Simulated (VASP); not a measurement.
# ScGa (Cmcm) in VASP: single point with LDA

Aim: the single point of ScGa with LDA.

All numbers are computed with VASP 6.6.1; they aren't measurements. Logs are shortened: lines on timing, memory, paths and dates and some standing lists are left out, and cuts for length are marked.

### Step 1. The cell of the first run

Symmetry: Cmcm, No. 63, orthorhombic system. Conventional cell: a = 3.922 Å, b = 10.029 Å, c = 3.801 Å, α = 90.00°, β = 90.00°, γ = 90.00°. Sc (site symmetry m2m) has 7 Ga at 2.79 to 2.96 Å and 10 Sc at 3.39 to 3.92 Å within 4.0 Å. Within 3.3 Å of Ga (site symmetry m2m) lie 2 Ga at 2.50 Å and 7 Sc at 2.79 to 2.96 Å.

### Step 2. Single point, LDA

Contents of INCAR:

```
PREC = Accurate ; ENCUT = 520
EDIFF = 1E-6 ; ISMEAR = 0
SIGMA = 0.1 ; LREAL = False
LASPH = True ; NELM = 100
ALGO = Fast ; ISIF = 2
LWAVE = False ; LCHARG = True
GGA = CA ; LELF = True
LVHAR = True ; NBANDS = 32
```

Contents of KPOINTS:

```
Automatic mesh
0
Gamma
  12 12 12
```

Contents of POSCAR:

```
ScGa
1.0
    1.9608846519     -5.0143543849      0.0000000000
    1.9608846519      5.0143543849      0.0000000000
    0.0000000000      0.0000000000      3.8009823335
Sc Ga
2 2
Direct
    0.8601397256      0.1398602744      0.7500000000
    0.1398602744      0.8601397256      0.2500000000
    0.5811189666      0.4188810334      0.7500000000
    0.4188810334      0.5811189666      0.2500000000
```

Potentials or basis: VASP PAW LDA potentials, release 64 (Sc_sv, Ga_d).

On the command line:

```console
cat potpaw_LDA.64/Sc_sv/POTCAR potpaw_LDA.64/Ga_d/POTCAR > POTCAR
mpirun -np 1 vasp_std > vasp.out
```

OUTCAR:

```text
PREC = Accurate
   ENCUT = 520
   EDIFF = 1E-6
   ISMEAR = 0
   LREAL = False
   LASPH = True
   NELM = 100
   ISIF = 2
   GGA = CA

 ion  position               nearest neighbor table
   1  0.860  0.140  0.750-   4 2.79   4 2.79   4 2.79   4 2.79   3 2.80   3 2.96   3 2.96   2 3.39
                             2 3.39
   2  0.140  0.860  0.250-   3 2.79   3 2.79   3 2.79   3 2.79   4 2.80   4 2.96   4 2.96   1 3.39
                             1 3.39
   3  0.581  0.419  0.750-   4 2.50   4 2.50   2 2.79   2 2.79   2 2.79   2 2.79   1 2.80   1 2.96
                             1 2.96
   4  0.419  0.581  0.250-   3 2.50   3 2.50   1 2.79   1 2.79   1 2.79   1 2.79   2 2.80   2 2.96
                             2 2.96

  LATTYP: Found a base centered orthorhombic cell.
 ALAT       =     3.9217693038
 B/A-ratio  =     2.5571898786
 C/A-ratio  =     0.9692008986

  Lattice vectors:

 A1 = (   1.9608846519,  -5.0143543849,   0.0000000000)
 A2 = (   1.9608846519,   5.0143543849,   0.0000000000)
 A3 = (   0.0000000000,   0.0000000000,   3.8009823335)

Analysis of symmetry for initial positions (statically):
=====================================================================
 Subroutine PRICEL returns:
 Original cell was already a primitive cell.

 Routine SETGRP: Setting up the symmetry group for a
 base centered orthorhombic supercell.

 Subroutine GETGRP returns: Found  8 space group operations
 (whereof  4 operations were pure point group operations)
 out of a pool of  8 trial point group operations.

The static configuration has the point symmetry C_2h.
 The point group associated with its full space group is D_2h.

Analysis of symmetry for dynamics (positions and initial velocities):
=====================================================================
 Subroutine PRICEL returns:
 Original cell was already a primitive cell.

 Routine SETGRP: Setting up the symmetry group for a
 base centered orthorhombic supercell.

 Subroutine GETGRP returns: Found  8 space group operations
 (whereof  4 operations were pure point group operations)
 out of a pool of  8 trial point group operations.

The dynamic configuration has the point symmetry C_2h.
 The point group associated with its full space group is D_2h.

 Subroutine INISYM returns: Found  8 space group operations
 (whereof  4 operations are pure point group operations),
 and found     1 'primitive' translations

----------------------------------------------------------------------------------------

                                     Primitive cell

  volume of cell :      74.7469

  direct lattice vectors                    reciprocal lattice vectors
     1.960884652 -5.014354385  0.000000000     0.254986952 -0.099713734  0.000000000
     1.960884652  5.014354385  0.000000000     0.254986952  0.099713734  0.000000000
     0.000000000  0.000000000  3.800982333     0.000000000  0.000000000  0.263089884

  length of vectors
     5.384126532  5.384126532  3.800982333     0.273790384  0.273790384  0.263089884

  position of ions in fractional coordinates (direct lattice)
     0.860139726  0.139860274  0.750000000
     0.139860274  0.860139726  0.250000000
     0.581118967  0.418881033  0.750000000
     0.418881033  0.581118967  0.250000000

  ion indices of the primitive-cell ions
   primitive index   ion index
                 1           1
                 2           2
                 3           3
                 4           4

----------------------------------------------------------------------------------------

 KPOINTS: Automatic mesh

Automatic generation of k-mesh.
 Grid dimensions read from file:
 generate k-points for:   12   12   12

 Generating k-lattice:

  Cartesian coordinates                     Fractional coordinates (reciprocal lattice)
     0.021248913 -0.008309478  0.000000000     0.083333333 -0.000000000  0.000000000
     0.021248913  0.008309478  0.000000000    -0.000000000  0.083333333  0.000000000
     0.000000000  0.000000000  0.021924157     0.000000000  0.000000000  0.083333333

  Length of vectors
     0.022815865  0.022815865  0.021924157

  Shift w.r.t. Gamma in fractional coordinates (k-lattice)
     0.000000000  0.000000000  0.000000000

 Subroutine IBZKPT returns following result:
 ===========================================

 Found    301 irreducible k-points:

 Following reciprocal coordinates:
            Coordinates               Weight
  0.000000  0.000000  0.000000      1.000000
  0.083333 -0.000000  0.000000      4.000000
  0.166667 -0.000000  0.000000      4.000000
  0.250000 -0.000000  0.000000      4.000000
  0.333333 -0.000000  0.000000      4.000000
  0.416667 -0.000000  0.000000      4.000000
[... 16 lines left out ...]
  0.500000  0.166667  0.000000      4.000000
 -0.416667  0.166667  0.000000      4.000000
 [... further k-points ...]
   k-points           NKPTS =    301   k-points in BZ     NKDIM =    301   number of bands    NBANDS=     32
   number of dos      NEDOS =    301   number of ions     NIONS =      4
   total plane-waves  NPLWV =  44800
   dimension x,y,z NGX =    40 NGY =   40 NGZ =   28
   dimension x,y,z NGXF=    80 NGYF=   80 NGZF=   56
   ions per type =               2   2
   NGX,Y,Z   is equivalent  to a cutoff of  12.35, 12.35, 12.25 a.u.
   NGXF,Y,Z  is equivalent  to a cutoff of  24.70, 24.70, 24.49 a.u.
 SYSTEM =  unknown system
   PREC   = accura    normal or accurate (medium, high low for compatibility)
   ISTART =      0    job   : 0-new  1-cont  2-samecut
   ICHARG =      2    charge: 1-file 2-atom 10-const
   ISPIN  =      1    spin polarized calculation?
   LNONCOLLINEAR =      F non collinear calculations
   LSORBIT =      F    spin-orbit coupling
   LASPH  =      T    aspherical Exc in radial PAW
   ENCUT  =  520.0 eV  38.22 Ry    6.18 a.u.  10.01 10.01  7.07*2*pi/ulx,y,z
   NELM   =    100;   NELMIN=  2; NELMDL= -5     # of ELM steps
   EDIFF  = 0.1E-05   stopping-criterion for ELM
   LREAL  =      F    real-space projection
   EDIFFG = 0.1E-04   stopping-criterion for IOM
   NSW    =      0    number of steps for IOM
   IBRION =     -1    ionic relax: 0-MD 1-quasi-New 2-CG
   NFREE  =      0    steps in history (QN), initial steepest desc. (CG)
   ISIF   =      2    stress and relaxation
   ISYM   =      2    0-nonsym 1-usesym 2-fastsym
   POTIM  = 0.5000    time-step for ionic-motion
   TEBEG  =    0.0;   TEEND  =   0.0 temperature during run
   PSTRESS=    0.0 pullay stress
   NELECT =      48.0000    total number of electrons
   NUPDOWN=      -1.0000    fix difference up-down
   EMIN   =  10.00;   EMAX   =-10.00  energy-range for DOS
   EFERMI =   0.00;   METHOD = LEGACY
   ISMEAR =     0;   SIGMA  =   0.10  broadening in eV -4-tet -1-fermi 0-gaus
   EFERMI_NEDOS =   21; number of points for ismear=-14 and -15
   IALGO  =     68    algorithm
   IMIX   =      4    mixing-type and parameters
     AMIX     =   0.40;   BMIX     =  1.00
     AMIX_MAG =   1.60;   BMIX_MAG =  1.00
  volume/ion in A,a.u.               =      18.69       126.10
  Fermi-wavevector in a.u.,A,eV,Ry     =   1.412400  2.669048 27.141892  1.994873
  Thomas-Fermi vector in A             =   2.534152
   LORBIT       =      0    0 simple, 1 ext, 2 COOP (PROOUT), +10 PAW based schemes
   GGA     = CA    functional components
   LHFCALC =     F    Hartree Fock is set to
   AEXX    =    0.0000 exact exchange contribution
   IVDW    =     0    specifies the selected vdW correction
   LEPSILON=     F    determine dielectric tensor
   LRPA    =     F    only Hartree local field effects (RPA)
 non-spin polarized calculation
 RMM-DIIS sequential band-by-band and
 Gauss-broadening in eV      SIGMA  =   0.10
  energy-cutoff  :      520.00
  volume of cell :       74.75
 maximum number of plane-waves:      2034
   NGX = 19   NGY = 19   NGZ = 15

 number of electron      48.0000020 magnetization

 Free energy of the ion-electron system (eV)
  ---------------------------------------------------
  ext. energy  EPLUGINS =         0.00000000
  ---------------------------------------------------
  free energy    TOTEN  =       -23.30915329 eV

  energy without entropy =      -23.29026015  energy(sigma->0) =      -23.29970672

 E-fermi :   4.9552     XC(G=0): -11.3072

 val. band max:        4.9541796796   @ k =  -0.2500   0.2500   0.1667
 cond. band min:       4.9556534027   @ k =   0.5000   0.5000   0.0000
 fundamental gap:      0.0014737232
 Fermi energy:         4.9552379088

 k-point     1 :       0.0000    0.0000    0.0000
  band No.  band energies     occupation
      1     -43.6906      2.00000
      2     -43.6592      2.00000
      3     -22.7759      2.00000
      4     -22.6811      2.00000
      5     -22.6647      2.00000
      6     -22.6458      2.00000
[... 24 lines left out ...]
     31       8.2222      0.00000
     32       9.9867      0.00000

 k-point     2 :       0.0833   -0.0000    0.0000
  band No.  band energies     occupation
      1     -43.6900      2.00000
      2     -43.6595      2.00000
      3     -22.7745      2.00000
      4     -22.6850      2.00000
      5     -22.6633      2.00000
      6     -22.6487      2.00000
[... 24 lines left out ...]
     31       8.3210      0.00000
     32       9.3931      0.00000

 k-point     3 :       0.1667   -0.0000    0.0000
  band No.  band energies     occupation
      1     -43.6884      2.00000
      2     -43.6604      2.00000
      3     -22.7710      2.00000
      4     -22.6955      2.00000
      5     -22.6595      2.00000
      6     -22.6556      2.00000
[... 24 lines left out ...]
     31       8.7076      0.00000
     32       8.7339      0.00000

 k-point     4 :       0.2500   -0.0000    0.0000
  band No.  band energies     occupation
      1     -43.6859      2.00000
      2     -43.6617      2.00000
      3     -22.7671      2.00000
      4     -22.7097      2.00000
      5     -22.6631      2.00000
      6     -22.6538      2.00000
[... 24 lines left out ...]
     31       8.3699      0.00000
     32       9.3808      0.00000

 k-point     5 :       0.3333   -0.0000    0.0000
  band No.  band energies     occupation
      1     -43.6831      2.00000
      2     -43.6634      2.00000
      3     -22.7646      2.00000
      4     -22.7242      2.00000
      5     -22.6673      2.00000
      6     -22.6470      2.00000
[... 584 lines left out ...]
     31       8.2331      0.00000
     32       9.1088      0.00000

 k-point    22 :       0.4167    0.1667    0.0000
  band No.  band energies     occupation
      1     -43.6784      2.00000
      2     -43.6673      2.00000
      3     -22.7670      2.00000
      4     -22.7239      2.00000
      5     -22.6713      2.00000
      6     -22.6345      2.00000
[... 24 lines left out ...]
     31       8.0864      0.00000
     32       8.9051      0.00000

 k-point    23 :       0.5000    0.1667    0.0000
  band No.  band energies     occupation
      1     -43.6793      2.00000
      2     -43.6672      2.00000
      3     -22.7590      2.00000
      4     -22.7218      2.00000
      5     -22.6637      2.00000
      6     -22.6363      2.00000
[... 24 lines left out ...]
     31       8.0309      0.00000
     32       8.9361      0.00000

 k-point    24 :      -0.4167    0.1667    0.0000
  band No.  band energies     occupation
      1     -43.6818      2.00000
      2     -43.6658      2.00000
      3     -22.7527      2.00000
      4     -22.7161      2.00000
      5     -22.6554      2.00000
      6     -22.6422      2.00000
[... 24 lines left out ...]
     31       8.0418      0.00000
     32       9.0474      0.00000

 [... further k-points ...]
[... 5 lines left out ...]
  --------------------------------------------------------------------------------------
  -------------------------------------------------------------------------------------
  Total        0.1202881      0.1602134      0.1566677      0.0000000      0.0000000      0.0000000
  in kB        2.5783412      3.4341292      3.3581262      0.0000000      0.0000000      0.0000000
  external PRESSURE =       3.1235322 kB  Pullay stress =       0.0000000 kB

 VOLUME and BASIS-vectors are now :
 -----------------------------------------------------------------------------
  energy-cutoff  :      520.00
  volume of cell :       74.75
      direct lattice vectors                 reciprocal lattice vectors
     1.960884652 -5.014354385  0.000000000     0.254986952 -0.099713734  0.000000000
     1.960884652  5.014354385  0.000000000     0.254986952  0.099713734  0.000000000
     0.000000000  0.000000000  3.800982333     0.000000000  0.000000000  0.263089884

 POSITION                                       TOTAL-FORCE (eV/Angst)
 -----------------------------------------------------------------------------------
      1.96088     -3.61174      2.85074         0.000000      0.009672     -0.000000
      1.96088      3.61174      0.95025         0.000000     -0.009672     -0.000000
      1.96088     -0.81352      2.85074         0.000000     -0.009389     -0.000000
      1.96088      0.81352      0.95025         0.000000      0.009389      0.000000
 -----------------------------------------------------------------------------------
    total drift:                               -0.000000     -0.000000     -0.000000

  FREE ENERGIE OF THE ION-ELECTRON SYSTEM (eV)
  ---------------------------------------------------
  free  energy   TOTEN  =       -23.3091532946 eV

  energy  without entropy=      -23.2902601528  energy(sigma->0) =      -23.29970672
```

Wall time 12 min (1 thread of Intel Xeon Platinum 8488C (Sapphire Rapids), shared host); peak memory 0.64 GiB.

What came out:

* Free energy: -23.3092 eV
* Pressure: 0.3 GPa
* Largest force: 0.010 eV/Å
* Band gap on the k mesh: zero (bands 24 and 25 overlap by 0.99 eV)

Forces on the atoms (eV/Å):
```
Sc   0.000  0.010  0.000
Sc   0.000 -0.010  0.000
Ga   0.000 -0.009  0.000
Ga   0.000  0.009  0.000
```

Stress tensor (GPa, compression positive):
```
0.26 0.00 0.00
0.00 0.34 0.00
0.00 0.00 0.34
```
